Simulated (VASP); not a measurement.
A run of VASP 6.6.1 is set up as follows.

INCAR

```
SYSTEM = CoSi
ALGO = Normal ; EDIFF = 1E-7
EDIFFG = -0.002 ; ENCUT = 600
GGA = CA ; IBRION = 2
ISIF = 3 ; ISMEAR = 0
LASPH = .TRUE. ; LCHARG = .FALSE.
LREAL = .FALSE. ; LWAVE = .FALSE.
NELM = 100 ; NSW = 80
PREC = Accurate ; SIGMA = 0.02
```

KPOINTS

```
k-points
0
G
  10 10 10
  0 0 0
```

POSCAR

```
CoSi
1.0
    4.4380000000      0.0000000000      0.0000000000
    0.0000000000      4.4380000000      0.0000000000
    0.0000000000      0.0000000000      4.4380000000
Co Si
4 4
Direct
    0.1400000000      0.1400000000      0.1400000000
    0.3600000000      0.8600000000      0.6400000000
    0.6400000000      0.3600000000      0.8600000000
    0.8600000000      0.6400000000      0.3600000000
    0.8430000000      0.8430000000      0.8430000000
    0.6570000000      0.1570000000      0.3430000000
    0.3430000000      0.6570000000      0.1570000000
    0.1570000000      0.3430000000      0.6570000000
```

Potentials or basis: VASP PAW LDA potentials, release 64 (Co, Si).

Command:

```sh
$ cat potpaw_LDA.64/Co/POTCAR potpaw_LDA.64/Si/POTCAR > POTCAR
$ mpirun -np 1 vasp_std > vasp.out
```

Problem. What does it give for the relaxed cell?

Solution. a = 4.352 Å, b = 4.352 Å, c = 4.352 Å, α = 90.00°, β = 90.00°, γ = 90.00°.

Problem. Estimate the band gap on the k mesh.

Solution. Zero (bands 26 and 27 overlap by 0.24 eV).

Problem. Predict the relaxed volume.

Solution. 10.31 Å³/atom.

Final structure:
```yaml
crystal:
  lattice:
    - [4.35235, 0.00000, 0.00000]
    - [0.00000, 4.35235, 0.00000]
    - [0.00000, 0.00000, 4.35235]
  atoms:
    - { symbol: Co, position: [0.14578, 0.14578, 0.14578] }
    - { symbol: Co, position: [0.35422, 0.85422, 0.64578] }
    - { symbol: Co, position: [0.64578, 0.35422, 0.85422] }
    - { symbol: Co, position: [0.85422, 0.64578, 0.35422] }
    - { symbol: Si, position: [0.84311, 0.84311, 0.84311] }
    - { symbol: Si, position: [0.65689, 0.15689, 0.34312] }
    - { symbol: Si, position: [0.34312, 0.65689, 0.15689] }
    - { symbol: Si, position: [0.15689, 0.34312, 0.65689] }
```

Spin polarisation is off, so any magnetic state and its effect on volume and gap are missing.
